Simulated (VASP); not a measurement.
Set up this calculation in VASP 6.6.1, as the native input.

```
Task                   : single point
Functional             : PBE
Potentials or basis    : VASP PAW PBE potentials, release 64 (Re, P)
Cutoff                 : 520 eV
k mesh                 : 12 × 12 × 12
Occupations            : gaussian, width 0.05 eV
Spin                   : no spin polarisation
Dipole correction      : no
Further INCAR settings : ALGO = Normal; EDIFF = 1e-06; NBANDS = 13
```

The structure of ReP lies in POSCAR:

```
ReP
1.0
    0.0000000000      2.5140443095      2.5140443095
    2.5140443095      0.0000000000      2.5140443095
    2.5140443095      2.5140443095      0.0000000000
Re P
1 1
Direct
    0.5000000000      0.5000000000      0.5000000000
    0.0000000000      0.0000000000      0.0000000000
```

One way to write it, as run:

INCAR

```
  PREC = Accurate
  ENCUT = 520
  EDIFF = 1E-6
  ISMEAR = 0
  SIGMA = 0.05
  LREAL = F
  LASPH = T
  NELM = 80
  ALGO = Normal
  ISIF = 2
  LWAVE = F
  LCHARG = F
  GGA = PE
  NBANDS = 13
```

KPOINTS

```
regular mesh
0
Gamma
  12 12 12
```

Potentials or basis: VASP PAW PBE potentials, release 64 (Re, P).

The run is started by

```bash
$ cat potpaw_PBE.64/Re/POTCAR potpaw_PBE.64/P/POTCAR > POTCAR
$ mpirun -np 1 vasp_std > vasp.out
```

It gave:

```json
{
 "Pressure": "-12.2 GPa",
 "Band gap on the k mesh": "zero (bands 6 and 7 overlap by 0.77 eV)"
}
```

Caveat: the cell stands under tension; spin-orbit coupling is left out, which moves the levels of the heavy elements.

Run time: 51 s on 1 thread of Intel Xeon 8259CL, with other jobs on the host, peak memory 0.18 GiB.
